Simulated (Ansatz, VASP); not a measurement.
# One calculation of PbO, two programs

INCAR

```
SYSTEM = PbO
  PREC = Accurate
  ENCUT = 520
  EDIFF = 1E-7
  ISMEAR = 0
  SIGMA = 0.05
  LREAL = .FALSE.
  LASPH = .TRUE.
  NELM = 80
  ALGO = Normal
  ISIF = 2
  LWAVE = .FALSE.
  LCHARG = .TRUE.
  GGA = PS
  LELF = .TRUE.
  LVHAR = .TRUE.
  NBANDS = 17
```

KPOINTS

```
Automatic mesh
0
G
  10 10 10
  0 0 0
```

Contents of POSCAR:

```
PbO
1.0
    0.0000000000      2.6059268106      2.6059268106
    2.6059268106      0.0000000000      2.6059268106
    2.6059268106      2.6059268106      0.0000000000
Pb O
1 1
Direct
    0.5000000000      0.5000000000      0.5000000000
    0.0000000000      0.0000000000      0.0000000000
```

Input for Ansatz:

```yaml
crystal:
  lattice:
    - [0.0, 2.6059268106, 2.6059268106]
    - [2.6059268106, 0.0, 2.6059268106]
    - [2.6059268106, 2.6059268106, 0.0]
  atoms:
    - { symbol: Pb, position: [0.5, 0.5, 0.5] }
    - { symbol: O, position: [0.0, 0.0, 0.0] }
basis:
  ecutwfc: 420
  ecutrho_ratio: 4
kpoints:
  mp_grid: { grid: [10, 10, 10] }
hamiltonian:
  xc: pbesol
scf:
  occupations: { method: gaussian, width: 0.05 }
output:
  forces: true
  stress: true
  eigenvalues: true
```

Alike in both runs: task single point; functional PBEsol; k mesh 10 × 10 × 10; occupations gaussian, width 0.05 eV; no spin polarisation.

|  | VASP | Ansatz |
| --- | --- | --- |
| version | VASP 6.6.1 | Ansatz 0.2.0 |
| potentials or method | VASP PAW PBE potentials, release 64 (Pb_d, O), cutoff 520 eV | scalar-relativistic, plane waves, PAW |
| valence electrons in the cell | 20 | 20 |

```tsv
	VASP	Ansatz	Ansatz less VASP
gap on the k mesh at the Fermi level (eV)	0.57	0.57	+0.001
least direct gap on the mesh (eV)	0.65	0.65	0.000
pressure (GPa)	-1.9	-1.9	+0.05
```

VASP's potentials were made for PBE, not for PBEsol. With one functional, cell and mesh, what is left measures potentials, basis and numerics.

Spin-orbit coupling is off throughout.
